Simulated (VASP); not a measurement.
# CdS (F-43m) in VASP: notebook, part 2 of 2

VASP 6.6.1.

**6. Single point, LDA**

This run uses another cell than the first one, of 22.64 Å³/atom.

INCAR reads:

```
SYSTEM = CdS
PREC = Accurate
ENCUT = 520
EDIFF = 1E-6
ISMEAR = 0
SIGMA = 0.01
LREAL = .FALSE.
LASPH = .TRUE.
NELM = 100
ALGO = Normal
ISIF = 2
LWAVE = .FALSE.
LCHARG = .TRUE.
LELF = .TRUE.
LVHAR = .TRUE.
NBANDS = 16
```

KPOINTS reads:

```
regular mesh
0
G
  8 8 8
  0 0 0
```

POSCAR reads:

```
CdS
1.0
    0.0000000000      2.8290697192      2.8290697192
    2.8290697192      0.0000000000      2.8290697192
    2.8290697192      2.8290697192      0.0000000000
Cd S
1 1
Direct
    0.0000000000      0.0000000000      0.0000000000
    0.7500000000      0.7500000000      0.7500000000
```

Potentials or basis: VASP PAW LDA potentials, release 64 (Cd, S).

Command:

```console
cat potpaw_LDA.64/Cd/POTCAR potpaw_LDA.64/S/POTCAR > POTCAR
mpirun -np 1 vasp_std > vasp.out
```

OUTCAR:

```text
SYSTEM = CdS
   PREC = Accurate
   ENCUT = 520
   EDIFF = 1E-6
   ISMEAR = 0
   LREAL = .FALSE.
   LASPH = .TRUE.
   NELM = 100
   ISIF = 2

 ion  position               nearest neighbor table
   1  0.000  0.000  0.000-   2 2.45   2 2.45   2 2.45   2 2.45
   2  0.750  0.750  0.750-   1 2.45   1 2.45   1 2.45   1 2.45

  LATTYP: Found a face centered cubic cell.
 ALAT       =     5.6581394384

  Lattice vectors:

 A1 = (   0.0000000000,   2.8290697192,   2.8290697192)
 A2 = (   2.8290697192,   0.0000000000,   2.8290697192)
 A3 = (   2.8290697192,   2.8290697192,   0.0000000000)

Analysis of symmetry for initial positions (statically):
=====================================================================
 Subroutine PRICEL returns:
 Original cell was already a primitive cell.

 Routine SETGRP: Setting up the symmetry group for a
 face centered cubic supercell.

 Subroutine GETGRP returns: Found 24 space group operations
 (whereof 24 operations were pure point group operations)
 out of a pool of 48 trial point group operations.

The static configuration has the point symmetry T_d .

Analysis of symmetry for dynamics (positions and initial velocities):
=====================================================================
 Subroutine PRICEL returns:
 Original cell was already a primitive cell.

 Routine SETGRP: Setting up the symmetry group for a
 face centered cubic supercell.

 Subroutine GETGRP returns: Found 24 space group operations
 (whereof 24 operations were pure point group operations)
 out of a pool of 48 trial point group operations.

The dynamic configuration has the point symmetry T_d .

 Subroutine INISYM returns: Found 24 space group operations
 (whereof 24 operations are pure point group operations),
 and found     1 'primitive' translations

----------------------------------------------------------------------------------------

                                     Primitive cell

  volume of cell :      45.2857

  direct lattice vectors                    reciprocal lattice vectors
     0.000000000  2.829069719  2.829069719    -0.176736542  0.176736542  0.176736542
     2.829069719  0.000000000  2.829069719     0.176736542 -0.176736542  0.176736542
     2.829069719  2.829069719  0.000000000     0.176736542  0.176736542 -0.176736542

  length of vectors
     4.000908766  4.000908766  4.000908766     0.306116671  0.306116671  0.306116671

  position of ions in fractional coordinates (direct lattice)
     0.000000000  0.000000000  0.000000000
     0.750000000  0.750000000  0.750000000

  ion indices of the primitive-cell ions
   primitive index   ion index
                 1           1
                 2           2

----------------------------------------------------------------------------------------

 KPOINTS: regular mesh

Automatic generation of k-mesh.
 Grid dimensions read from file:
 generate k-points for:    8    8    8

 Generating k-lattice:

  Cartesian coordinates                     Fractional coordinates (reciprocal lattice)
    -0.022092068  0.022092068  0.022092068     0.125000000  0.000000000  0.000000000
     0.022092068 -0.022092068  0.022092068     0.000000000  0.125000000  0.000000000
     0.022092068  0.022092068 -0.022092068     0.000000000  0.000000000  0.125000000

  Length of vectors
     0.038264584  0.038264584  0.038264584

  Shift w.r.t. Gamma in fractional coordinates (k-lattice)
     0.000000000  0.000000000  0.000000000

 Subroutine IBZKPT returns following result:
 ===========================================

 Found     29 irreducible k-points:

 Following reciprocal coordinates:
            Coordinates               Weight
  0.000000  0.000000  0.000000      1.000000
  0.125000  0.000000  0.000000      8.000000
  0.250000  0.000000  0.000000      8.000000
  0.375000  0.000000  0.000000      8.000000
  0.500000  0.000000  0.000000      4.000000
  0.125000  0.125000  0.000000      6.000000
[... 16 lines left out ...]
  0.500000  0.250000  0.125000     48.000000
 -0.375000  0.250000  0.125000     24.000000
 [... further k-points ...]
   k-points           NKPTS =     29   k-points in BZ     NKDIM =     29   number of bands    NBANDS=     16
   number of dos      NEDOS =    301   number of ions     NIONS =      2
   total plane-waves  NPLWV =  27000
   dimension x,y,z NGX =    30 NGY =   30 NGZ =   30
   dimension x,y,z NGXF=    60 NGYF=   60 NGZF=   60
   ions per type =               1   1
   NGX,Y,Z   is equivalent  to a cutoff of  12.47, 12.47, 12.47 a.u.
   NGXF,Y,Z  is equivalent  to a cutoff of  24.93, 24.93, 24.93 a.u.
 SYSTEM =  CdS
   PREC   = accura    normal or accurate (medium, high low for compatibility)
   ISTART =      0    job   : 0-new  1-cont  2-samecut
   ICHARG =      2    charge: 1-file 2-atom 10-const
   ISPIN  =      1    spin polarized calculation?
   LNONCOLLINEAR =      F non collinear calculations
   LSORBIT =      F    spin-orbit coupling
   LASPH  =      T    aspherical Exc in radial PAW
   ENCUT  =  520.0 eV  38.22 Ry    6.18 a.u.   7.44  7.44  7.44*2*pi/ulx,y,z
   NELM   =    100;   NELMIN=  2; NELMDL= -5     # of ELM steps
   EDIFF  = 0.1E-05   stopping-criterion for ELM
   LREAL  =      F    real-space projection
[... 7 lines left out ...]
   TEBEG  =    0.0;   TEEND  =   0.0 temperature during run
   PSTRESS=    0.0 pullay stress
   NELECT =      18.0000    total number of electrons
   NUPDOWN=      -1.0000    fix difference up-down
   EMIN   =  10.00;   EMAX   =-10.00  energy-range for DOS
   EFERMI =   0.00;   METHOD = LEGACY
   ISMEAR =     0;   SIGMA  =   0.01  broadening in eV -4-tet -1-fermi 0-gaus
   EFERMI_NEDOS =   21; number of points for ismear=-14 and -15
   IALGO  =     38    algorithm
   IMIX   =      4    mixing-type and parameters
     AMIX     =   0.40;   BMIX     =  1.00
     AMIX_MAG =   1.60;   BMIX_MAG =  1.00
  volume/ion in A,a.u.               =      22.64       152.80
  Fermi-wavevector in a.u.,A,eV,Ry     =   1.203683  2.274630 19.712829  1.448852
  Thomas-Fermi vector in A             =   2.339429
   LORBIT       =      0    0 simple, 1 ext, 2 COOP (PROOUT), +10 PAW based schemes
   GGA     = CA    functional components
   LHFCALC =     F    Hartree Fock is set to
   AEXX    =    0.0000 exact exchange contribution
   IVDW    =     0    specifies the selected vdW correction
   LEPSILON=     F    determine dielectric tensor
   LRPA    =     F    only Hartree local field effects (RPA)
 non-spin polarized calculation
 Gauss-broadening in eV      SIGMA  =   0.01
  energy-cutoff  :      520.00
  volume of cell :       45.29
 maximum number of plane-waves:      1243
 NGX is ok and might be reduce to    30
   NGX = 15   NGY = 15   NGZ = 15

 number of electron      17.9999995 magnetization

 Free energy of the ion-electron system (eV)
  ---------------------------------------------------
  ext. energy  EPLUGINS =         0.00000000
  ---------------------------------------------------
  free energy    TOTEN  =        -7.36866027 eV

  energy without entropy =       -7.36866027  energy(sigma->0) =       -7.36866027

 E-fermi :   2.0195     XC(G=0): -10.0072

 val. band max:        1.9789152363   @ k =   0.0000   0.0000   0.0000
 cond. band min:       3.0643838208   @ k =   0.0000   0.0000   0.0000
 fundamental gap:      1.0854685845
 Fermi energy:         2.0195481225

 k-point     1 :       0.0000    0.0000    0.0000
  band No.  band energies     occupation
      1     -10.9920      2.00000
      2      -6.2001      2.00000
      3      -6.2001      2.00000
      4      -6.2001      2.00000
      5      -5.5803      2.00000
      6      -5.5803      2.00000
[... 8 lines left out ...]
     15      13.5554      0.00000
     16      13.5554      0.00000

 k-point     2 :       0.1250    0.0000    0.0000
  band No.  band energies     occupation
      1     -10.9139      2.00000
      2      -6.1716      2.00000
      3      -6.1716      2.00000
      4      -6.1463      2.00000
      5      -5.5822      2.00000
      6      -5.5822      2.00000
[... 8 lines left out ...]
     15      12.8588      0.00000
     16      14.0003      0.00000
[... 387 lines left out ...]
      5      -5.5387      2.00000
      6      -5.2518      2.00000
[... 8 lines left out ...]
     15      14.9860      0.00000
     16      15.2466      0.00000

 k-point    24 :      -0.3750    0.2500    0.1250
  band No.  band energies     occupation
      1     -10.3743      2.00000
      2      -5.9996      2.00000
      3      -5.9445      2.00000
      4      -5.6234      2.00000
      5      -5.5474      2.00000
      6      -4.9576      2.00000
[... 8 lines left out ...]
     15      14.3319      0.00000
     16      15.3556      0.00000

 [... further k-points ...]

------------------------ aborting loop because EDIFF is reached ----------------------------------------

  FORCE on cell =-STRESS in cart. coord.  units (eV):
  Direction    XX          YY          ZZ          XY          YZ          ZX
  --------------------------------------------------------------------------------------
  -------------------------------------------------------------------------------------
  Total        1.3150579      1.3150579      1.3150579      0.0000000      0.0000000     -0.0000000
  in kB       46.5258706     46.5258706     46.5258706      0.0000000      0.0000000     -0.0000000
  external PRESSURE =      46.5258706 kB  Pullay stress =       0.0000000 kB

 VOLUME and BASIS-vectors are now :
 -----------------------------------------------------------------------------
  energy-cutoff  :      520.00
  volume of cell :       45.29
      direct lattice vectors                 reciprocal lattice vectors
     0.000000000  2.829069719  2.829069719    -0.176736542  0.176736542  0.176736542
     2.829069719  0.000000000  2.829069719     0.176736542 -0.176736542  0.176736542
     2.829069719  2.829069719  0.000000000     0.176736542  0.176736542 -0.176736542

 POSITION                                       TOTAL-FORCE (eV/Angst)
 -----------------------------------------------------------------------------------
      0.00000      0.00000      0.00000        -0.000000     -0.000000     -0.000000
      4.24360      4.24360      4.24360         0.000000      0.000000      0.000000
 -----------------------------------------------------------------------------------
    total drift:                                0.000000      0.000000      0.000000

  FREE ENERGIE OF THE ION-ELECTRON SYSTEM (eV)
  ---------------------------------------------------
  free  energy   TOTEN  =        -7.3686602668 eV

  energy  without entropy=       -7.3686602668  energy(sigma->0) =       -7.36866027
```

stdout:

```text
POSCAR found type information on POSCAR CdS
 POSCAR found :  2 types and       2 ions
 scaLAPACK will be used
 LDA part: xc-table for (Slater(with rela. corr.)+CA(PZ))
 , standard interpolation
 POSCAR, INCAR and KPOINTS ok, starting setup
 FFT: planning ... GRIDC
 FFT: planning ... GRID_SOFT
 FFT: planning ... GRID
 WAVECAR not read
 entering main loop
```

Wall time 33 s (1 thread of Intel Xeon 8259CL, shared host); peak memory 0.16 GiB.

Results:

- Free energy: -7.3687 eV
- Pressure: 4.7 GPa
- Band gap on the k mesh: 1.09 eV

Caveat: the cell stands under pressure.

**7. The runs side by side**

```tsv
cell	gap on the mesh (eV)	pressure (GPa)
a = 3.866 Å, angles 60.0°, 2 atoms	1.29	16.0
a = 3.920 Å, angles 60.0°, 2 atoms	1.21	10.9
a = 3.957 Å, angles 60.0°, 2 atoms	1.15	7.8
a = 4.032 Å, angles 60.0°, 2 atoms	1.04	2.7
a = 4.001 Å, angles 60.0°, 2 atoms	1.09	4.7
```

Alike in all rows: task single point; level LDA; potentials or basis VASP PAW LDA potentials, release 64 (Cd, S); no spin polarisation; k mesh 8 × 8 × 8; cutoff (eV) 520; smearing gaussian 0.01 eV.

Caveats: the cell stands under pressure (at least some runs).

Absolute energies hang on the potentials; compare differences alone.
